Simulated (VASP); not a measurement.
## Os: single point with PBEsol

Os:

```xyz
3
Lattice="4.2274 0.0000 0.0000 -2.1137 3.6611 0.0000 0.0000 0.0000 2.6567" Properties=species:S:1:pos:R:3 pbc="T T T"
Os    0.0000    0.0000    2.6567
Os    0.0000    2.4407    1.3284
Os    2.1137    1.2204    1.3284
```

This isn't the form of Os at room conditions, which is hcp.

```
Program                : VASP 6.6.1
Task                   : single point
Functional             : PBEsol
Potentials or basis    : VASP PAW PBE potentials, release 64 (Os)
Cutoff                 : 520 eV
k mesh                 : 10 × 10 × 13
Occupations            : fermi-dirac, width 0.1 eV
Spin                   : no spin polarisation
Dipole correction      : no
Further INCAR settings : ALGO = Normal; EDIFF = 1e-06; NBANDS = 19
```

```
Pressure               : 19.0 GPa
Band gap on the k mesh : zero (bands 12 and 13 overlap by 2.77 eV)
```

Stress tensor (GPa, compression positive):
```
19.45  0.00  0.00
 0.00 19.45  0.00
 0.00  0.00 18.08
```

Levels at points of the mesh, in eV from the Fermi level:
```csv
k point,band 10,band 11,band 12,band 13,band 14,band 15
"(0.00, 0.00, 0.00)",-2.59,-1.70,-1.70,-1.64,-1.64,2.64
"(0.50, 0.00, 0.00)",-1.39,-1.36,0.03,0.38,1.34,1.36
```

Wall time 62 s on 1 thread of Intel(R) Xeon(R) Platinum 8488C (Sapphire Rapids), with other jobs on the host, peak memory 0.19 GiB.

Caveat: the cell stands under pressure; the PAW data sets were made with another functional, which shifts forces and pressure a little; spin-orbit coupling is left out, which moves the levels of the heavy elements.
